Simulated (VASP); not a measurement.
A run of VASP 6.6.1:

File INCAR:

```
SYSTEM = Sr
  ALGO = Normal
  EDIFF = 1E-6
  ENCUT = 520
  GGA = PE
  ISIF = 2
  ISMEAR = -1
  LASPH = .True.
  LCHARG = .False.
  LREAL = .False.
  LWAVE = .False.
  NBANDS = 17
  NELM = 80
  PREC = Accurate
  SIGMA = 0.05
```

Contents of KPOINTS:

```
k-points
0
Gamma
  12 12 7
  0 0 0
```

POSCAR

```
Sr
1.0
    3.7230398395      0.0000000000      0.0000000000
   -1.8615199198      3.2242470803      0.0000000000
    0.0000000000      0.0000000000      6.1870475603
Sr
2
Direct
    0.3333333333      0.6666666667      0.2500000000
    0.6666666667      0.3333333333      0.7500000000
```

Potentials or basis: VASP PAW PBE potentials, release 64 (Sr_sv).

The run is started by

```console
$ cat potpaw_PBE.64/Sr_sv/POTCAR > POTCAR
$ mpirun -np 1 vasp_std > vasp.out
```

Hardware: 1 thread of Intel(R) Xeon(R) 6975P-C (Granite Rapids), on a shared host.

**Question.** How long does it take, and how much memory?

**Answer.** Wall time 36 s on 1 thread of Intel(R) Xeon(R) 6975P-C (Granite Rapids) (shared host), peak memory 0.23 GiB. Counts: scf iterations 11, k points 76.
